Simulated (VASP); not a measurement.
# CsCl (Pm-3m) in VASP: notebook, part 2 of 3

VASP 6.6.1. Earlier steps stand in the parts before.

## 3. Vibrations by perturbation theory, LDA

This run uses another cell than the first one, of 29.23 Å³/atom, 1.052 times its volume.

INCAR reads:

```
SYSTEM = CsCl
  PREC = Accurate
  ENCUT = 500
  EDIFF = 1E-8
  ISMEAR = 0
  SIGMA = 0.01
  LREAL = .False.
  LASPH = .True.
  NELM = 120
  ALGO = Normal
  ISIF = 2
  LWAVE = .False.
  LCHARG = .False.
  NBANDS = 15
  IBRION = 8
  NSW = 1
  LEPSILON = .True.
  GGA_COMPAT = .False.
```

KPOINTS reads:

```
regular mesh
0
Gamma
  6 6 6
  0 0 0
```

POSCAR reads:

```
CsCl
1.0
    3.8810193293      0.0000000000      0.0000000000
    0.0000000000      3.8810193293      0.0000000000
    0.0000000000      0.0000000000      3.8810193293
Cs Cl
1 1
Direct
    0.0000000000      0.0000000000      0.0000000000
    0.5000000000      0.5000000000      0.5000000000
```

Potentials or basis: VASP PAW LDA potentials, release 64 (Cs_sv, Cl).

On the command line:

```
$ cat potpaw_LDA.64/Cs_sv/POTCAR potpaw_LDA.64/Cl/POTCAR > POTCAR
$ mpirun -np 1 vasp_std > vasp.out
```

OUTCAR:

```text
SYSTEM = CsCl
   PREC = Accurate
   ENCUT = 500
   EDIFF = 1E-8
   ISMEAR = 0
   LREAL = .False.
   LASPH = .True.
   NELM = 120
   ISIF = 2
   IBRION = 8
   NSW = 1
   LEPSILON = .True.

 ion  position               nearest neighbor table
   1  0.000  0.000  0.000-
   2  0.500  0.500  0.500-

  LATTYP: Found a simple cubic cell.
 ALAT       =     3.8810193293

  Lattice vectors:

 A1 = (   3.8810193293,   0.0000000000,   0.0000000000)
 A2 = (   0.0000000000,   3.8810193293,   0.0000000000)
 A3 = (   0.0000000000,   0.0000000000,   3.8810193293)

Analysis of symmetry for initial positions (statically):
=====================================================================
 Subroutine PRICEL returns:
 Original cell was already a primitive cell.

 Routine SETGRP: Setting up the symmetry group for a
 simple cubic supercell.

 Subroutine GETGRP returns: Found 48 space group operations
 (whereof 48 operations were pure point group operations)
 out of a pool of 48 trial point group operations.

The static configuration has the point symmetry O_h .

Analysis of symmetry for dynamics (positions and initial velocities):
=====================================================================
 Subroutine PRICEL returns:
 Original cell was already a primitive cell.

 Routine SETGRP: Setting up the symmetry group for a
 simple cubic supercell.

 Subroutine GETGRP returns: Found 48 space group operations
 (whereof 48 operations were pure point group operations)
 out of a pool of 48 trial point group operations.

The dynamic configuration has the point symmetry O_h .

 Subroutine INISYM returns: Found 48 space group operations
 (whereof 48 operations are pure point group operations),
 and found     1 'primitive' translations

----------------------------------------------------------------------------------------

                                     Primitive cell

  volume of cell :      58.4571

  direct lattice vectors                    reciprocal lattice vectors
     3.881019329  0.000000000  0.000000000     0.257664267  0.000000000  0.000000000
     0.000000000  3.881019329  0.000000000     0.000000000  0.257664267  0.000000000
     0.000000000  0.000000000  3.881019329     0.000000000  0.000000000  0.257664267

  length of vectors
     3.881019329  3.881019329  3.881019329     0.257664267  0.257664267  0.257664267

  position of ions in fractional coordinates (direct lattice)
     0.000000000  0.000000000  0.000000000
     0.500000000  0.500000000  0.500000000

[... 539 lines left out ...]

 PIEZOELECTRIC TENSOR FIELD DIRECTION 3  (C/m^2)
 -----------------------------------------------------------------------------
    -0.00005  0.00000 -0.00000
     0.00000 -0.00005  0.00000
     0.00000 -0.00000 -0.00084

--------------------------------------- Ionic step        4  -------------------------------------------

------------------------ aborting loop because EDIFF is reached ----------------------------------------

[... ionic steps 5 to 6 ...]

--------------------------------------- Ionic step        7  -------------------------------------------

 Free energy of the ion-electron system (eV)
  ---------------------------------------------------
  ---------------------------------------------------
  free energy    TOTEN  =        -0.19370544 eV

  energy without entropy =       -0.19370544

------------------------ aborting loop because EDIFF is reached ----------------------------------------

 INTERNAL STRAIN TENSOR  FOR ION    2  DIRECTION 1   (eV/Angst):
 -----------------------------------------------------------------------------
     0.01794 -0.00000  0.00000
     0.00000  0.00094  0.00000
    -0.00000  0.00000  0.00094

 MACROSCOPIC STATIC DIELECTRIC TENSOR (including local field effects in DFT)
 ------------------------------------------------------
           3.314777    -0.000000     0.000000
           0.000000     3.314777     0.000000
          -0.000000    -0.000000     3.314777
 ------------------------------------------------------

 PIEZOELECTRIC TENSOR (including local field effects)  for field in x, y, z        (e  Angst)
          XX          YY          ZZ          XY          YZ          ZX
  --------------------------------------------------------------------------------
  x     0.00000     0.00000     0.00000     0.00000     0.00000     0.00000
  y     0.00000     0.00000     0.00000     0.00000     0.00000     0.00000
  z     0.00000     0.00000     0.00000     0.00000     0.00000     0.00000

 PIEZOELECTRIC TENSOR (including local field effects)  for field in x, y, z        (C/m^2)
          XX          YY          ZZ          XY          YZ          ZX
  --------------------------------------------------------------------------------
  x     0.00000     0.00000     0.00000     0.00000     0.00000     0.00000
  y     0.00000     0.00000     0.00000     0.00000     0.00000     0.00000
  z     0.00000     0.00000     0.00000     0.00000     0.00000     0.00000

 BORN EFFECTIVE CHARGES (including local field effects) (in |e|, cummulative output)
 ---------------------------------------------------------------------------------
 ion    1
    1     1.36451    -0.00000     0.00000
    2    -0.00000     1.36451     0.00000
    3    -0.00000    -0.00000     1.36451
 ion    2
    1    -1.36451     0.00000    -0.00000
    2     0.00000    -1.36451    -0.00000
    3     0.00000     0.00000    -1.36451

 INTERNAL STRAIN TENSOR FOR ION    2 for displacements in x,y,z  (eV/Angst):
          X           Y           Z          XY          YZ          ZX
  --------------------------------------------------------------------------------
  x     0.00000     0.00000     0.00000     0.00000     0.00000     0.00000
  y     0.00000     0.00000     0.00000     0.00000     0.00000     0.00000
  z     0.00000     0.00000     0.00000     0.00000     0.00000     0.00000

 SECOND DERIVATIVES (NOT SYMMETRIZED)
 ------------------------------------
               1X          1Y          1Z          2X          2Y          2Z
  1X    -1.859367    0.000000    0.000000    1.859367   -0.000000    0.000000
  1Y     0.000000   -1.859367   -0.000000   -0.000000    1.859367    0.000000
  1Z    -0.000000   -0.000000   -1.859367    0.000000    0.000000    1.859367
  2X     1.880133   -0.000000    0.000000   -1.880133    0.000000   -0.000000
  2Y    -0.000000    1.880133    0.000000    0.000000   -1.880133   -0.000000
  2Z     0.000000    0.000000    1.880133   -0.000000   -0.000000   -1.880133

 Eigenvectors and eigenvalues of the dynamical matrix
 ----------------------------------------------------

   1 f  =    4.047267 THz    25.429731 2PiTHz  135.002308 cm-1    16.738145 meV
             X         Y         Z           dx          dy          dz
      0.000000  0.000000  0.000000    -0.000000    0.456892   -0.000000
      1.940510  1.940510  1.940510    -0.000000   -0.889522    0.000000
[... 21 lines left out ...]
   6 f/i=    0.009134 THz     0.057392 2PiTHz    0.304685 cm-1     0.037776 meV
             X         Y         Z           dx          dy          dz
      0.000000  0.000000  0.000000    -0.139715    0.878482   -0.000000
      1.940510  1.940510  1.940510    -0.071763    0.451221    0.000000

--------------------------------------------------------------------------------------------------------

 MACROSCOPIC STATIC DIELECTRIC TENSOR IONIC CONTRIBUTION
 ------------------------------------------------------
           3.082436     0.000000    -0.000000
           0.000000     3.082436    -0.000000
          -0.000000    -0.000000     3.082436
 ------------------------------------------------------

 ELASTIC MODULI CONTR FROM IONIC RELAXATION (kBar)
 Direction    XX          YY          ZZ          XY          YZ          ZX
 --------------------------------------------------------------------------------
 XX           0.0000      0.0000      0.0000      0.0000      0.0000      0.0000
 YY           0.0000      0.0000      0.0000      0.0000      0.0000      0.0000
 ZZ           0.0000      0.0000      0.0000      0.0000      0.0000      0.0000
 XY           0.0000      0.0000      0.0000      0.0000      0.0000      0.0000
 YZ           0.0000      0.0000      0.0000      0.0000      0.0000      0.0000
 ZX           0.0000      0.0000      0.0000      0.0000      0.0000      0.0000
 --------------------------------------------------------------------------------

 PIEZOELECTRIC TENSOR IONIC CONTR  for field in x, y, z        (C/m^2)
          XX          YY          ZZ          XY          YZ          ZX
  --------------------------------------------------------------------------------
  x     0.00000     0.00000     0.00000     0.00000     0.00000     0.00000
  y     0.00000     0.00000     0.00000     0.00000     0.00000     0.00000
  z     0.00000     0.00000     0.00000     0.00000     0.00000     0.00000
```

OSZICAR:

```text
N       E                     dE             d eps       ncg     rms          rms(c)
DAV:   1     0.835950769640E+02    0.83595E+02   -0.69584E+03   600   0.915E+02
DAV:   2    -0.186268229970E+01   -0.85458E+02   -0.77633E+02   843   0.166E+02
DAV:   3    -0.758527441903E+01   -0.57226E+01   -0.56966E+01   768   0.459E+01
[... 156 lines left out ...]
RMM:   8    -0.193705374694E+00    0.17278E-05   -0.10719E-08  2067   0.271E-04    0.113E-04
RMM:   9    -0.193705801078E+00   -0.42638E-06   -0.73598E-09  2104   0.105E-04    0.290E-05
RMM:  10    -0.193705447294E+00    0.35378E-06    0.27334E-07  2083   0.795E-05    0.756E-06
RMM:  11    -0.193705431694E+00    0.15600E-07    0.13161E-08  2059   0.634E-05    0.198E-06
RMM:  12    -0.193705438235E+00   -0.65408E-08   -0.53431E-09  1687   0.601E-05    0.906E-07
 Linear response finished
```

stdout:

```text
POSCAR found type information on POSCAR CsCl
 POSCAR found :  2 types and       2 ions
 scaLAPACK will be used
 LDA part: xc-table for (Slater(with rela. corr.)+CA(PZ))
 , standard interpolation
 POSCAR, INCAR and KPOINTS ok, starting setup
 FFT: planning ... GRIDC
 FFT: planning ... GRID_SOFT
 FFT: planning ... GRID
 WAVECAR not read
 entering main loop
[... 23 lines left out ...]
  Direction:   3
 dielectric tensor                  component  3 :     0.084     0.099     3.315
 Linear response DOF=           2
 Linear response progress:
 first order change of Fermi-energy   0.58829E-03
 force on displaced ion       1 direction 1 :  -1.859   0.000  -0.000
 Born effective charge ion    1 direction 1 :   1.364   0.000   0.000
 Linear response progress:
 first order change of Fermi-energy   0.57905E-04
 force on displaced ion       2 direction 1 :  -1.880  -0.000   0.000
 Born effective charge ion    2 direction 1 :  -1.365   0.000   0.000
 Born effective charges drift removed
 Linear response finished
```

It took 1.7 min on 1 thread of Intel Xeon 6975P-C (Granite Rapids), shared host; peak memory 0.21 GiB.

Results:

| Quantity | Value |
| --- | --- |
| Electronic dielectric tensor (diagonal) | 3.31 |
| Born charges (mean of the diagonal) | Cs +1.36; Cl -1.36 e |
| Highest phonon frequency at Γ, LO-TO splitting left out | 135 cm⁻¹ |

Phonon frequencies in cm⁻¹ (negative: imaginary):
| q point | frequencies |
| --- | --- |
| (0.000, 0.000, 0.000) | 0 0 0 135 135 135 |

Electronic dielectric tensor:
```
3.31 0.00 0.00
0.00 3.31 0.00
0.00 0.00 3.31
```

Born effective charge tensors (e):
atom 1, Cs
```
1.36 0.00 0.00
0.00 1.36 0.00
0.00 0.00 1.36
```
atom 2, Cl
```
-1.36  0.00  0.00
 0.00 -1.36  0.00
 0.00  0.00 -1.36
```

Caveat: the cell wasn't relaxed at this level first, which shifts response properties; spin-orbit coupling is left out, which moves the levels of the heavy elements.

## 4. Vibrations by perturbation theory, LDA

This run uses another cell than the first one, of 18.35 Å³/atom, 0.661 times its volume.

INCAR reads:

```
SYSTEM = CsCl
ALGO = Normal
EDIFF = 1E-8
ENCUT = 500
GGA = CA
GGA_COMPAT = .False.
IBRION = 8
ISIF = 2
ISMEAR = 0
LASPH = .True.
LCHARG = .True.
LEPSILON = .True.
LREAL = .False.
LWAVE = .False.
NELM = 120
NSW = 1
PREC = Accurate
SIGMA = 0.01
```

KPOINTS reads:

```
k-points
0
Gamma
  8 8 8
  0 0 0
```

POSCAR reads:

```
CsCl
1.0
    3.3234072065      0.0000000000      0.0000000000
    0.0000000000      3.3234072065      0.0000000000
    0.0000000000      0.0000000000      3.3234072065
Cs Cl
1 1
Direct
    0.0000000000      0.0000000000      0.0000000000
    0.5000000000      0.5000000000      0.5000000000
```

Potentials or basis: VASP PAW LDA potentials, release 64 (Cs_sv, Cl).

On the command line:

```
$ cat potpaw_LDA.64/Cs_sv/POTCAR potpaw_LDA.64/Cl/POTCAR > POTCAR
$ mpirun -np 1 vasp_std > vasp.out
```

OUTCAR:

```text
SYSTEM = CsCl
   EDIFF = 1E-8
   ENCUT = 500
   GGA = CA
   IBRION = 8
   ISIF = 2
   ISMEAR = 0
   LASPH = .True.
   LEPSILON = .True.
   LREAL = .False.
   NELM = 120
   NSW = 1
   PREC = Accurate

 ion  position               nearest neighbor table
   1  0.000  0.000  0.000-   2 2.88   2 2.88   2 2.88   2 2.88   2 2.88   2 2.88   2 2.88   2 2.88

[... 692 lines left out ...]
      1.661704  1.661704  1.661704     0.888668    0.000000    0.000000
[... 21 lines left out ...]
   6 f/i=    0.003656 THz     0.022974 2PiTHz    0.121963 cm-1     0.015122 meV
             X         Y         Z           dx          dy          dz
      0.000000  0.000000  0.000000    -0.888668    0.000000   -0.000000
      1.661704  1.661704  1.661704    -0.458550    0.000000    0.000000

--------------------------------------------------------------------------------------------------------

 MACROSCOPIC STATIC DIELECTRIC TENSOR IONIC CONTRIBUTION
 ------------------------------------------------------
           1.179050    -0.000000     0.000000
          -0.000000     1.179050    -0.000000
           0.000000    -0.000000     1.179050
 ------------------------------------------------------

 ELASTIC MODULI CONTR FROM IONIC RELAXATION (kBar)
 Direction    XX          YY          ZZ          XY          YZ          ZX
 --------------------------------------------------------------------------------
 XX           0.0000      0.0000      0.0000      0.0000      0.0000      0.0000
 YY           0.0000      0.0000      0.0000      0.0000      0.0000      0.0000
 ZZ           0.0000      0.0000      0.0000      0.0000      0.0000      0.0000
 XY           0.0000      0.0000      0.0000      0.0000      0.0000      0.0000
 YZ           0.0000      0.0000      0.0000      0.0000      0.0000      0.0000
 ZX           0.0000      0.0000      0.0000      0.0000      0.0000      0.0000
 --------------------------------------------------------------------------------

 PIEZOELECTRIC TENSOR IONIC CONTR  for field in x, y, z        (C/m^2)
          XX          YY          ZZ          XY          YZ          ZX
  --------------------------------------------------------------------------------
  x     0.00000     0.00000     0.00000     0.00000     0.00000     0.00000
  y     0.00000     0.00000     0.00000     0.00000     0.00000     0.00000
  z     0.00000     0.00000     0.00000     0.00000     0.00000     0.00000
```

OSZICAR:

```text
N       E                     dE             d eps       ncg     rms          rms(c)
DAV:   1     0.890566911075E+02    0.89057E+02   -0.79799E+03   840   0.122E+03
DAV:   2    -0.492197843694E+00   -0.89549E+02   -0.83262E+02  1216   0.206E+02
DAV:   3    -0.512801144686E+01   -0.46358E+01   -0.46091E+01  1064   0.497E+01
DAV:   4    -0.516508902720E+01   -0.37078E-01   -0.37060E-01   968   0.511E+00
[... 154 lines left out ...]
RMM:   8    -0.190264676819E+00    0.12585E-05    0.35253E-10  3120   0.281E-04    0.251E-04
RMM:   9    -0.190266803612E+00   -0.21268E-05    0.86020E-09  2740   0.224E-04    0.104E-05
RMM:  10    -0.190266880206E+00   -0.76594E-07    0.10287E-07  3220   0.491E-05    0.129E-05
RMM:  11    -0.190266777140E+00    0.10307E-06    0.11047E-07  2978   0.171E-05    0.164E-06
RMM:  12    -0.190266770014E+00    0.71252E-08   -0.50865E-08  2756   0.983E-06    0.719E-07
 Linear response finished
```

It took 61 s on 1 thread of Intel Xeon 6975P-C (Granite Rapids), shared host; peak memory 0.2 GiB.

What came out:

```yaml
Electronic_dielectric_tensor_diagonal: 5.10
Born_charges_mean_of_the_diagonal: Cs +1.55; Cl -1.55 e
Highest_phonon_frequency_at_Γ_LO-TO_splitting_left_out: 312 cm⁻¹
```

Phonon frequencies in cm⁻¹ (negative: imaginary):
```
              q point        frequencies
(0.000, 0.000, 0.000)  0 0 0 312 312 312
```

Electronic dielectric tensor:
```
5.10 0.00 0.00
0.00 5.10 0.00
0.00 0.00 5.10
```

Born effective charge tensors (e):
atom 1, Cs
```
1.55 0.00 0.00
0.00 1.55 0.00
0.00 0.00 1.55
```
atom 2, Cl
```
-1.55  0.00  0.00
 0.00 -1.55  0.00
 0.00  0.00 -1.55
```

Caveat: the cell wasn't relaxed at this level first, which shifts response properties; spin-orbit coupling is left out, which moves the levels of the heavy elements.

(Continued in part 3 of 3.)
